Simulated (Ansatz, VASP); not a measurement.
# Cd3SeS2: VASP beside Ansatz

```
CELL_PARAMETERS angstrom
4.25702 0.00000 0.00000
-2.12851 3.68669 0.00000
0.00000 0.00000 20.82312
ATOMIC_POSITIONS crystal
Cd 0.66667 0.33333 0.99979
Cd 0.66667 0.33333 0.33800
Cd 0.66667 0.33333 0.66179
Cd 0.33333 0.66667 0.16179
Cd 0.33333 0.66667 0.49978
Cd 0.33333 0.66667 0.83800
Se 0.66667 0.33333 0.79076
Se 0.33333 0.66667 0.29076
S 0.66667 0.33333 0.12336
S 0.66667 0.33333 0.46130
S 0.33333 0.66667 0.62336
S 0.33333 0.66667 0.96130
```

Alike in both runs: task relaxation of cell and atoms; functional PBE; k mesh 6 × 6 × 2; occupations gaussian, width 0.02 eV; no spin polarisation.

```csv
,VASP,Ansatz
version,VASP 6.6.1,Ansatz 0.2.0
potentials or method,"VASP PAW PBE potentials, release 64 (Cd, Se, S), cutoff 600 eV","scalar-relativistic, plane waves, PAW"
valence electrons in the cell,108,176
```

VASP gave:

| Property | Result |
| --- | --- |
| gap on the k mesh at the Fermi level, each at its own relaxed structure (eV) | 0.71 |
| relaxed volume (Å³/atom) | 27.40 |
| relaxed cell length with the largest relative difference (Å) | 20.866 |

Q: Which values does Ansatz return?

A: gap on the k mesh at the Fermi level, each at its own relaxed structure (eV): 0.73; relaxed volume (Å³/atom): 27.23; relaxed cell length with the largest relative difference (Å): 20.823.

VASP's potentials hold 108 valence electrons a cell and Ansatz's 176, so a difference there can come from the potentials and not from the codes.
